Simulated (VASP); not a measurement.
Set up this calculation in VASP 6.6.1, as the native input.

```yaml
Task: single point
Functional: PBEsol
Potentials_or_basis: VASP PAW PBE potentials, release 64 (W_sv, C)
Cutoff: 600 eV
k_mesh: 18 × 18 × 14
Occupations: gaussian, width 0.1 eV
Spin: no spin polarisation
Dipole_correction: no
Further_INCAR_settings: ALGO = Normal; EDIFF = 1e-06; NBANDS = 16
```

The structure of WC lies in POSCAR:

```
WC
1.0
    2.9296555975      0.0000000000      0.0000000000
   -1.4648277987      2.5371561718      0.0000000000
    0.0000000000      0.0000000000      2.8508171409
W C
1 1
Direct
    0.0000000000      0.0000000000      0.0000000000
    0.6666666667      0.3333333333      0.5000000000
```

One way to write it, as run:

INCAR

```
ALGO = Normal
EDIFF = 1E-6
ENCUT = 600
GGA = PS
GGA_COMPAT = False
ISIF = 2
ISMEAR = 0
LASPH = True
LCHARG = False
LREAL = False
LWAVE = False
NBANDS = 16
NELM = 120
PREC = Accurate
SIGMA = 0.1
```

KPOINTS

```
k-points
0
Gamma
  18 18 14
```

Potentials or basis: VASP PAW PBE potentials, release 64 (W_sv, C).

Launch:

```console
$ cat potpaw_PBE.64/W_sv/POTCAR potpaw_PBE.64/C/POTCAR > POTCAR
$ mpirun -np 1 vasp_std > vasp.out
```

Results of the run:

- Pressure: -10.2 GPa
- Band gap on the k mesh: zero (bands 9 and 10 overlap by 1.19 eV)

Caveat: the cell stands under tension; the PAW data sets were made with another functional, which shifts forces and pressure a little; spin-orbit coupling is left out, which moves the levels of the heavy elements.

Wall time 89 s on 1 thread of Intel Xeon 8259CL (shared host), peak memory 0.24 GiB.
